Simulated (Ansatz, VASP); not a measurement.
# SiSn2 in VASP and in Ansatz

```xyz
3
Lattice="4.0517 0.0000 0.0000 -2.0258 3.5089 0.0000 0.0000 0.0000 4.3747" Properties=species:S:1:pos:R:3 pbc="T T T"
Si    0.0000    0.0000    0.0000
Sn    0.0000    2.3392    2.1874
Sn    2.0258    1.1696    2.1874
```

Alike in both runs: task relaxation of cell and atoms; functional r2SCAN; k mesh 6 × 6 × 4; occupations gaussian, width 0.1 eV; no spin polarisation.

```csv
,VASP,Ansatz
version,VASP 6.6.1,Ansatz 0.2.0
potentials or method,"VASP PAW PBE potentials, release 64 (Si, Sn_d), cutoff 600 eV","scalar-relativistic, plane waves, PAW"
valence electrons in the cell,32,32
```

```csv
,VASP,Ansatz,Ansatz less VASP
"gap on the k mesh at the Fermi level, each at its own relaxed structure (eV)",none,none,-
relaxed volume (Å³/atom),23.86,23.83,-0.030
relaxed cell length with the largest relative difference (Å),3.120,3.108,-0.0118
```

VASP's potentials were made for PBE, not for r2SCAN. A gap of «none» marks a metal or a gap that the smearing closes.

Noted on VASP's run: the volume moved by over 15 % at a fixed basis, so the end points are rough.
